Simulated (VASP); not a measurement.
# ZnSe (Stilleite) (I-4m2) in VASP: a series of runs

Aim: see how the results for ZnSe (Stilleite) move with the level of theory and the settings. Levels: PBE, r2SCAN. Tasks: single point.

All numbers are computed with VASP 6.6.1; they aren't measurements. Logs are shortened: lines on timing, memory, paths and dates and some standing lists are left out, and cuts for length are marked.

### Step 1. The cell of the first run

It takes space group I-4m2 (No. 119, tetragonal). Conventional cell: a = 4.006 Å, b = 4.006 Å, c = 5.808 Å, α = 90.00°, β = 90.00°, γ = 90.00°. Within 3.3 Å of Zn (site symmetry -4m2) lie 4 Se at 2.47 Å. Within 3.3 Å of Se (site symmetry -4m2) lie 4 Zn at 2.47 Å.

### Step 2. Single point, PBE (uniaxial z strain +2.5%)

File INCAR:

```
SYSTEM = ZnSe
ALGO     = Normal         ! electronic algorithm
EDIFF    = 1E-6           ! SCF threshold, eV
ENCUT    = 520            ! plane-wave cutoff, eV
GGA      = PE             ! functional
ISIF     = 2              ! what is computed and relaxed
ISMEAR   = -1             ! smearing method
LASPH    = .True.         ! aspherical terms in the spheres
LCHARG   = .False.        ! write CHGCAR
LREAL    = .False.        ! projectors in reciprocal space
LWAVE    = .False.        ! write WAVECAR
NBANDS   = 16             ! bands
NELM     = 80             ! most SCF steps
PREC     = Accurate       ! precision mode
SIGMA    = 0.02           ! smearing width, eV
```

File KPOINTS:

```
k-points
0
Gamma
  8 8 8
  0 0 0
```

File POSCAR:

```
ZnSe
1.0
    0.0000000000      2.8324246788      2.9040850232
    2.8324246788      0.0000000000      2.9040850232
    2.8324246788      2.8324246788      0.0000000000
Zn Se
1 1
Direct
    0.0000000000      0.0000000000      0.0000000000
    0.2500000000      0.2500000000      0.2500000000
```

Potentials or basis: VASP PAW PBE potentials, release 64 (Zn, Se).

The run is started by

```
$ cat potpaw_PBE.64/Zn/POTCAR potpaw_PBE.64/Se/POTCAR > POTCAR
$ mpirun -np 1 vasp_std > vasp.out
```

OUTCAR:

```text
SYSTEM = ZnSe
   EDIFF = 1E-6
   ENCUT = 520
   GGA = PE
   ISIF = 2
   ISMEAR = -1
   LASPH = .True.
   LREAL = .False.
   NELM = 80
   PREC = Accurate

 ion  position               nearest neighbor table
   1  0.000  0.000  0.000-   2 2.47   2 2.47   2 2.47   2 2.47
   2  0.250  0.250  0.250-   1 2.47   1 2.47   1 2.47   1 2.47

  LATTYP: Found a body centered tetragonal cell.
 ALAT       =     4.0056533952
 C/A-ratio  =     1.4499931655

  Lattice vectors:

 A1 = (  -2.8324246788,   0.0000000000,   2.9040850232)
 A2 = (   2.8324246788,   0.0000000000,   2.9040850232)
 A3 = (   0.0000000000,   2.8324246788,  -2.9040850232)

Analysis of symmetry for initial positions (statically):
=====================================================================
 Subroutine PRICEL returns:
 Original cell was already a primitive cell.

 Routine SETGRP: Setting up the symmetry group for a
 body centered tetragonal supercell.

 Subroutine GETGRP returns: Found  8 space group operations
 (whereof  8 operations were pure point group operations)
 out of a pool of 16 trial point group operations.

The static configuration has the point symmetry D_2d.

Analysis of symmetry for dynamics (positions and initial velocities):
=====================================================================
 Subroutine PRICEL returns:
 Original cell was already a primitive cell.

 Routine SETGRP: Setting up the symmetry group for a
 body centered tetragonal supercell.

 Subroutine GETGRP returns: Found  8 space group operations
 (whereof  8 operations were pure point group operations)
 out of a pool of 16 trial point group operations.

The dynamic configuration has the point symmetry D_2d.

 Subroutine INISYM returns: Found  8 space group operations
 (whereof  8 operations are pure point group operations),
 and found     1 'primitive' translations

----------------------------------------------------------------------------------------

                                     Primitive cell

  volume of cell :      46.5968

  direct lattice vectors                    reciprocal lattice vectors
     0.000000000  2.832424679  2.904085023    -0.176527201  0.176527201  0.172171268
     2.832424679  0.000000000  2.904085023     0.176527201 -0.176527201  0.172171268
     2.832424679  2.832424679  0.000000000     0.176527201  0.176527201 -0.172171268

  length of vectors
     4.056641392  4.056641392  4.005653395     0.303260038  0.303260038  0.303260038

  position of ions in fractional coordinates (direct lattice)
[... 78 lines left out ...]
   NELM   =     80;   NELMIN=  2; NELMDL= -5     # of ELM steps
   EDIFF  = 0.1E-05   stopping-criterion for ELM
   LREAL  =      F    real-space projection
   EDIFFG = 0.1E-04   stopping-criterion for IOM
   NSW    =      0    number of steps for IOM
   IBRION =     -1    ionic relax: 0-MD 1-quasi-New 2-CG
   NFREE  =      0    steps in history (QN), initial steepest desc. (CG)
   ISIF   =      2    stress and relaxation
   ISYM   =      2    0-nonsym 1-usesym 2-fastsym
   POTIM  = 0.5000    time-step for ionic-motion
   TEBEG  =    0.0;   TEEND  =   0.0 temperature during run
   PSTRESS=    0.0 pullay stress
   NELECT =      18.0000    total number of electrons
   NUPDOWN=      -1.0000    fix difference up-down
   EMIN   =  10.00;   EMAX   =-10.00  energy-range for DOS
   EFERMI =   0.00;   METHOD = LEGACY
   ISMEAR =    -1;   SIGMA  =   0.02  broadening in eV -4-tet -1-fermi 0-gaus
   EFERMI_NEDOS =   21; number of points for ismear=-14 and -15
   IALGO  =     38    algorithm
   IMIX   =      4    mixing-type and parameters
     AMIX     =   0.40;   BMIX     =  1.00
     AMIX_MAG =   1.60;   BMIX_MAG =  1.00
  volume/ion in A,a.u.               =      23.30       157.23
  Fermi-wavevector in a.u.,A,eV,Ry     =   1.192286  2.253093 19.341294  1.421545
  Thomas-Fermi vector in A             =   2.328327
   LORBIT       =      0    0 simple, 1 ext, 2 COOP (PROOUT), +10 PAW based schemes
   GGA     = PE    functional components
   LHFCALC =     F    Hartree Fock is set to
   AEXX    =    0.0000 exact exchange contribution
   IVDW    =     0    specifies the selected vdW correction
   LEPSILON=     F    determine dielectric tensor
   LRPA    =     F    only Hartree local field effects (RPA)
 non-spin polarized calculation
  energy-cutoff  :      520.00
  volume of cell :       46.60
 maximum number of plane-waves:      1274
   NGX = 15   NGY = 15   NGZ = 15

 number of electron      18.0000019 magnetization

 Free energy of the ion-electron system (eV)
  ---------------------------------------------------
  ext. energy  EPLUGINS =         0.00000000
  ---------------------------------------------------
  free energy    TOTEN  =        -6.02867150 eV

  energy without entropy =       -6.02867150  energy(sigma->0) =       -6.02867150

 E-fermi :   1.8370     XC(G=0):  -9.2152

 val. band max:        1.4449607755   @ k =   0.0000   0.0000   0.0000
 cond. band min:       2.6072065906   @ k =   0.0000   0.0000   0.0000
 fundamental gap:      1.1622458151
 Fermi energy:         1.8369644553

 k-point     1 :       0.0000    0.0000    0.0000
  band No.  band energies     occupation
      1     -11.6956      2.00000
      2      -5.0560      2.00000
      3      -5.0448      2.00000
      4      -5.0448      2.00000
      5      -4.7022      2.00000
      6      -4.6988      2.00000
[... 433 lines left out ...]
      3      -4.9565      2.00000
      4      -4.8744      2.00000
      5      -4.6961      2.00000
      6      -4.6786      2.00000
[... 8 lines left out ...]
     15      13.1055      0.00000
     16      13.6833      0.00000

 [... further k-points ...]

------------------------ aborting loop because EDIFF is reached ----------------------------------------

  FORCE on cell =-STRESS in cart. coord.  units (eV):
  Direction    XX          YY          ZZ          XY          YZ          ZX
  --------------------------------------------------------------------------------------
  -------------------------------------------------------------------------------------
  Total        0.3306335      0.3306335      0.0707460      0.0000000      0.0000000      0.0000000
  in kB       11.3684517     11.3684517      2.4325194      0.0000000      0.0000000      0.0000000
  external PRESSURE =       8.3898076 kB  Pullay stress =       0.0000000 kB

 VOLUME and BASIS-vectors are now :
 -----------------------------------------------------------------------------
  energy-cutoff  :      520.00
  volume of cell :       46.60
      direct lattice vectors                 reciprocal lattice vectors
     0.000000000  2.832424679  2.904085023    -0.176527201  0.176527201  0.172171268
     2.832424679  0.000000000  2.904085023     0.176527201 -0.176527201  0.172171268
     2.832424679  2.832424679  0.000000000     0.176527201  0.176527201 -0.172171268

 POSITION                                       TOTAL-FORCE (eV/Angst)
 -----------------------------------------------------------------------------------
      0.00000      0.00000      0.00000        -0.000000     -0.000000     -0.000000
      1.41621      1.41621      1.45204         0.000000      0.000000      0.000000
 -----------------------------------------------------------------------------------
    total drift:                               -0.000001     -0.000001     -0.000002

  FREE ENERGIE OF THE ION-ELECTRON SYSTEM (eV)
  ---------------------------------------------------
  free  energy   TOTEN  =        -6.0286715006 eV

  energy  without entropy=       -6.0286715005  energy(sigma->0) =       -6.02867150
```

stdout:

```text
POSCAR found type information on POSCAR ZnSe
 POSCAR found :  2 types and       2 ions
 scaLAPACK will be used
 LDA part: xc-table for (Slater+PW92), standard interpolation
 POSCAR, INCAR and KPOINTS ok, starting setup
 FFT: planning ... GRIDC
 FFT: planning ... GRID_SOFT
 FFT: planning ... GRID
 WAVECAR not read
 entering main loop
```

Wall time 55 s (1 thread of Intel Xeon Platinum 8488C (Sapphire Rapids), shared host); peak memory 0.19 GiB.

What came out:

- Free energy: -6.0287 eV
- Pressure: 0.8 GPa
- Band gap on the k mesh: 1.16 eV, direct

Caveat: the cell differs from its parent crystal (uniaxial z strain +2.5%).

### Step 3. Single point, PBE (uniaxial x strain +2.5%)

File INCAR:

```
PREC = Accurate ; ENCUT = 520
EDIFF = 1E-7 ; ISMEAR = -1
SIGMA = 0.02 ; LREAL = False
LASPH = True ; NELM = 80
ALGO = Normal ; ISIF = 2
LWAVE = False ; LCHARG = True
GGA = PE ; LELF = True
LVHAR = True ; NBANDS = 16
```

File KPOINTS:

```
regular mesh
0
Gamma
  8 8 8
```

File POSCAR:

```
ZnSe
1.0
    0.0000000000      2.8324246788      2.8324246788
    2.9029520533      0.0000000000      2.8324246788
    2.9029520533      2.8324246788      0.0000000000
Zn Se
1 1
Direct
    0.0000000000      0.0000000000      0.0000000000
    0.2500000000      0.2500000000      0.2500000000
```

Potentials or basis: VASP PAW PBE potentials, release 64 (Zn, Se).

The run is started by

```
$ cat potpaw_PBE.64/Zn/POTCAR potpaw_PBE.64/Se/POTCAR > POTCAR
$ mpirun -np 1 vasp_std > vasp.out
```

Wall time 51 s (1 thread of Intel Xeon Platinum 8488C (Sapphire Rapids), shared host); peak memory 0.19 GiB.

Results (log left out):

```
Free energy            : -6.0286 eV
Pressure               : 0.9 GPa
Band gap on the k mesh : 1.16 eV, direct
```

Stress tensor (GPa, compression positive):
```
0.28 0.00 0.00
0.00 1.16 0.00
0.00 0.00 1.16
```

Levels at points of the mesh, in eV from the valence-band top:
```tsv
k point	band 5	band 6	band 7	band 8	band 9	band 10	band 11	band 12	band 13	band 14
(0.00, 0.00, 0.00)	-6.15	-6.14	-0.09	0.00	0.00	1.16	5.78	5.78	5.79	9.81
(0.50, 0.00, 0.00)	-6.13	-6.00	-5.11	-0.94	-0.79	2.46	6.27	6.45	8.49	10.82
(0.50, 0.50, 0.00)	-6.10	-5.97	-4.64	-2.20	-2.15	2.97	3.35	10.61	10.91	11.15
(0.00, 0.50, 0.50)	-6.10	-5.99	-4.77	-2.05	-2.05	3.08	3.58	10.39	11.07	11.07
```

Caveat: the cell differs from its parent crystal (uniaxial x strain +2.5%).

### Step 4. Single point, r2SCAN (uniaxial z strain +2.5%)

File POSCAR:

```
ZnSe
1.0
    0.0000000000      2.8324246788      2.9040850232
    2.8324246788      0.0000000000      2.9040850232
    2.8324246788      2.8324246788      0.0000000000
Zn Se
1 1
Direct
    0.0000000000      0.0000000000      0.0000000000
    0.2500000000      0.2500000000      0.2500000000
```

File INCAR.step1:

```
ALGO = Normal ; EDIFF = 1E-4
ENCUT = 520 ; GGA = PE
ISMEAR = 0 ; LASPH = T
LCHARG = F ; LREAL = F
LWAVE = T ; NBANDS = 16
NELM = 80 ; PREC = Accurate
SIGMA = 0.01
```

File INCAR.step2:

```
ALGO = Normal ; EDIFF = 1E-7
ENCUT = 520 ; ISIF = 2
ISMEAR = 0 ; ISTART = 1
LASPH = T ; LCHARG = F
LMIXTAU = T ; LREAL = F
LWAVE = F ; METAGGA = R2SCAN
NBANDS = 16 ; NELM = 80
PREC = Accurate ; SIGMA = 0.01
```

File KPOINTS:

```
k-points
0
Gamma
  8 8 8
```

Potentials or basis: VASP PAW PBE potentials, release 64 (Zn, Se).

The run is started by

```
$ cat potpaw_PBE.64/Zn/POTCAR potpaw_PBE.64/Se/POTCAR > POTCAR
$ cp INCAR.step1 INCAR
$ mpirun -np 1 vasp_std > vasp.out
$ cp INCAR.step2 INCAR
$ mpirun -np 1 vasp_std > vasp.out
```

OUTCAR:

```text
EDIFF = 1E-7
   ENCUT = 520
   ISIF = 2
   ISMEAR = 0
   ISTART = 1
   LASPH = T
   LREAL = F
   METAGGA = R2SCAN
   NELM = 80
   PREC = Accurate

 ion  position               nearest neighbor table
   1  0.000  0.000  0.000-   2 2.47   2 2.47   2 2.47   2 2.47
   2  0.250  0.250  0.250-   1 2.47   1 2.47   1 2.47   1 2.47

  LATTYP: Found a body centered tetragonal cell.
 ALAT       =     4.0056533952
 C/A-ratio  =     1.4499931655

  Lattice vectors:

 A1 = (  -2.8324246788,   0.0000000000,   2.9040850232)
 A2 = (   2.8324246788,   0.0000000000,   2.9040850232)
 A3 = (   0.0000000000,   2.8324246788,  -2.9040850232)

Analysis of symmetry for initial positions (statically):
=====================================================================
 Subroutine PRICEL returns:
 Original cell was already a primitive cell.

 Routine SETGRP: Setting up the symmetry group for a
 body centered tetragonal supercell.

 Subroutine GETGRP returns: Found  8 space group operations
 (whereof  8 operations were pure point group operations)
 out of a pool of 16 trial point group operations.

[... 160 lines left out ...]
  energy without entropy =      -24.90160567  energy(sigma->0) =      -24.90160567

 E-fermi :   1.2511     XC(G=0):  -9.8060

 val. band max:        1.1300289188   @ k =   0.0000   0.0000   0.0000
 cond. band min:       2.8603798052   @ k =   0.0000   0.0000   0.0000
 fundamental gap:      1.7303508863
 Fermi energy:         1.2510644918

 k-point     1 :       0.0000    0.0000    0.0000
  band No.  band energies     occupation
      1     -12.4603      2.00000
      2      -5.5215      2.00000
      3      -5.5105      2.00000
      4      -5.5105      2.00000
      5      -5.1316      2.00000
      6      -5.1295      2.00000
[... 433 lines left out ...]
      3      -5.4156      2.00000
      4      -5.3221      2.00000
      5      -5.1281      2.00000
      6      -5.1083      2.00000
[... 8 lines left out ...]
     15      13.4206      0.00000
     16      14.0251      0.00000

 [... further k-points ...]

------------------------ aborting loop because EDIFF is reached ----------------------------------------

  FORCE on cell =-STRESS in cart. coord.  units (eV):
  Direction    XX          YY          ZZ          XY          YZ          ZX
  --------------------------------------------------------------------------------------
  -------------------------------------------------------------------------------------
  Total       -0.3250906     -0.3250906     -0.6052871      0.0000000      0.0000000     -0.0000000
  in kB      -11.1778681    -11.1778681    -20.8121014      0.0000000      0.0000000     -0.0000000
  external PRESSURE =     -14.3892792 kB  Pullay stress =       0.0000000 kB

 VOLUME and BASIS-vectors are now :
 -----------------------------------------------------------------------------
  energy-cutoff  :      520.00
  volume of cell :       46.60
      direct lattice vectors                 reciprocal lattice vectors
     0.000000000  2.832424679  2.904085023    -0.176527201  0.176527201  0.172171268
     2.832424679  0.000000000  2.904085023     0.176527201 -0.176527201  0.172171268
     2.832424679  2.832424679  0.000000000     0.176527201  0.176527201 -0.172171268

 POSITION                                       TOTAL-FORCE (eV/Angst)
 -----------------------------------------------------------------------------------
      0.00000      0.00000      0.00000         0.000000      0.000000      0.000000
      1.41621      1.41621      1.45204        -0.000000     -0.000000     -0.000000
 -----------------------------------------------------------------------------------
    total drift:                                0.000028      0.000028     -0.000004

  FREE ENERGIE OF THE ION-ELECTRON SYSTEM (eV)
  ---------------------------------------------------
  free  energy   TOTEN  =       -24.9016056710 eV

  energy  without entropy=      -24.9016056710  energy(sigma->0) =      -24.90160567
```

It took 3.3 min on 1 thread of Intel Xeon Platinum 8488C (Sapphire Rapids), shared host; peak memory 0.2 GiB.

What came out:

| Quantity | Value |
| --- | --- |
| Free energy | -24.9016 eV |
| Pressure | -1.4 GPa |
| Band gap on the k mesh | 1.73 eV, direct |

Stress tensor (GPa, compression positive):
```
-1.12  0.00  0.00
 0.00 -1.12  0.00
 0.00  0.00 -2.08
```

Levels at points of the mesh, in eV from the valence-band top:
```csv
k point,band 6,band 7,band 8,band 9,band 10,band 11,band 12,band 13
"(0.00, 0.00, 0.00)",-6.26,-0.10,0.00,0.00,1.73,6.29,6.29,6.31
"(0.50, 0.00, 0.00)",-6.11,-5.18,-0.95,-0.81,2.97,6.75,6.94,8.97
"(0.50, 0.50, 0.00)",-6.11,-4.81,-2.09,-2.09,3.44,4.00,11.12,11.88
"(0.50, 0.00, 0.50)",-6.08,-4.67,-2.24,-2.20,3.32,3.76,11.36,11.70
```

Caveat: the cell differs from its parent crystal (uniaxial z strain +2.5%); the PAW data sets were made with another functional, which shifts forces and pressure a little.

### Step 5. Single point, r2SCAN (uniaxial x strain +2.5%)

File POSCAR:

```
ZnSe
1.0
    0.0000000000      2.8324246788      2.8324246788
    2.9029520533      0.0000000000      2.8324246788
    2.9029520533      2.8324246788      0.0000000000
Zn Se
1 1
Direct
    0.0000000000      0.0000000000      0.0000000000
    0.2500000000      0.2500000000      0.2500000000
```

File INCAR.step1:

```
PREC = Accurate
ENCUT = 520
ISMEAR = 0
SIGMA = 0.01
LREAL = F
LASPH = T
NELM = 60
NBANDS = 16
GGA = PE
ALGO = Normal
EDIFF = 1E-4
LWAVE = T
LCHARG = F
```

File INCAR.step2:

```
PREC = Accurate
ENCUT = 520
EDIFF = 1E-6
ISMEAR = 0
SIGMA = 0.01
LREAL = F
LASPH = T
NELM = 60
ALGO = Normal
ISIF = 2
LWAVE = F
LCHARG = F
METAGGA = R2SCAN
LMIXTAU = T
NBANDS = 16
ISTART = 1
```

File KPOINTS:

```
Automatic mesh
0
Gamma
  8 8 8
```

The run is started by

```
$ cat potpaw_PBE.64/Zn/POTCAR potpaw_PBE.64/Se/POTCAR > POTCAR
$ cp INCAR.step1 INCAR
$ mpirun -np 1 vasp_std > vasp.out
$ cp INCAR.step2 INCAR
$ mpirun -np 1 vasp_std > vasp.out
```

Wall time 2.8 min (1 thread of Intel Xeon Platinum 8488C (Sapphire Rapids), shared host); peak memory 0.2 GiB.

The run converged. Its results:

- Free energy: -24.9018 eV
- Pressure: -1.4 GPa
- Band gap on the k mesh: 1.73 eV, direct

Stress tensor (GPa, compression positive):
```
-2.04  0.00  0.00
 0.00 -1.10  0.00
 0.00  0.00 -1.10
```

Levels at points of the mesh, in eV from the valence-band top:
| k point | band 7 | band 8 | band 9 | band 10 | band 11 | band 12 |
| --- | --- | --- | --- | --- | --- | --- |
| (0.00, 0.00, 0.00) | -0.10 | 0.00 | 0.00 | 1.73 | 6.29 | 6.29 |
| (0.50, 0.00, 0.00) | -5.18 | -0.95 | -0.81 | 2.97 | 6.75 | 6.94 |
| (0.50, 0.50, 0.00) | -4.67 | -2.24 | -2.20 | 3.32 | 3.76 | 11.36 |
| (0.00, 0.50, 0.50) | -4.81 | -2.09 | -2.09 | 3.43 | 4.00 | 11.13 |

Caveat: the cell differs from its parent crystal (uniaxial x strain +2.5%); the PAW data sets were made with another functional, which shifts forces and pressure a little.

### Step 6. Overview

| level | cell | smearing | gap on the mesh (eV) | pressure (GPa) |
| --- | --- | --- | --- | --- |
| PBE | a = 4.057, b = 4.057, c = 4.006 Å, angles 60.4, 60.4, 59.2°, 2 atoms | fermi-dirac 0.02 eV | 1.16 | 0.8 |
| PBE | a = 4.006, b = 4.056, c = 4.056 Å, angles 59.2, 60.4, 60.4°, 2 atoms | fermi-dirac 0.02 eV | 1.16 | 0.9 |
| r2SCAN | a = 4.057, b = 4.057, c = 4.006 Å, angles 60.4, 60.4, 59.2°, 2 atoms | gaussian 0.01 eV | 1.73 | -1.4 |
| r2SCAN | a = 4.006, b = 4.056, c = 4.056 Å, angles 59.2, 60.4, 60.4°, 2 atoms | gaussian 0.01 eV | 1.73 | -1.4 |

Alike in all rows: task single point; potentials or basis VASP PAW PBE potentials, release 64 (Zn, Se); no spin polarisation; k mesh 8 × 8 × 8; cutoff (eV) 520.

Caveats: the PAW data sets were made with another functional, which shifts forces and pressure a little (some runs).

Absolute energies hang on the potentials; compare differences alone.
